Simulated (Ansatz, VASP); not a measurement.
**Hg in VASP and in Ansatz**

```xyz
3
Lattice="4.5400 0.0000 0.0000 -2.2700 3.9318 0.0000 0.0000 0.0000 3.8700" Properties=species:S:1:pos:R:3 pbc="T T T"
Hg    0.0000    2.6212    1.9350
Hg    0.0000    0.0000    0.0000
Hg    2.2700    1.3106    1.9350
```

Alike in both runs: task single point; functional PBEsol; k mesh 8 × 8 × 9; occupations fermi-dirac, width 0.05 eV; no spin polarisation.

```csv
,VASP,Ansatz
version,VASP 6.6.1,Ansatz 0.2.0
potentials or method,"VASP PAW PBE potentials, release 64 (Hg), cutoff 520 eV","all-electron LAPW, scalar-relativistic"
```

Ansatz gave:

```
pressure (GPa)                                                : 7.8
traceless stress, the component that is largest in VASP (GPa) : -8.29
```

Question: Which values does VASP return?

Answer: Pressure (GPa): 8.6; traceless stress, the component that is largest in VASP (GPa): -8.87.

VASP's potentials were made for PBE, not for PBEsol. Ansatz ran all-electron here, and VASP with PAW potentials.

Spin-orbit coupling is off throughout.
